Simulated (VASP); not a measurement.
A run of VASP 6.6.1 is set up as follows.

Contents of INCAR:

```
PREC = Accurate
ENCUT = 520
EDIFF = 1E-7
ISMEAR = -1
SIGMA = 0.1
LREAL = F
LASPH = T
NELM = 100
ALGO = Normal
ISIF = 2
LWAVE = F
LCHARG = F
GGA = RE
NBANDS = 16
```

The input KPOINTS:

```
Automatic mesh
0
Gamma
  6 6 6
```

File POSCAR:

```
K
1.0
    0.0000000000      4.9621559076      4.9621559076
    4.9621559076      0.0000000000      4.9621559076
    4.9621559076      4.9621559076      0.0000000000
K
2
Direct
    0.1250000000      0.1250000000      0.1250000000
    0.8750000000      0.8750000000      0.8750000000
```

Potentials or basis: VASP PAW PBE potentials, release 64 (K_sv).

The run is started by

```bash
$ cat potpaw_PBE.64/K_sv/POTCAR > POTCAR
$ mpirun -np 1 vasp_std > vasp.out
```

(1) What does it give for the pressure?

(2) Predict the band gap on the k mesh.

Answers

(1) 0.0 GPa.

(2) zero (bands 9 and 10 overlap by 0.23 eV).

Caveat: the PAW data sets were made with another functional, which shifts forces and pressure a little.
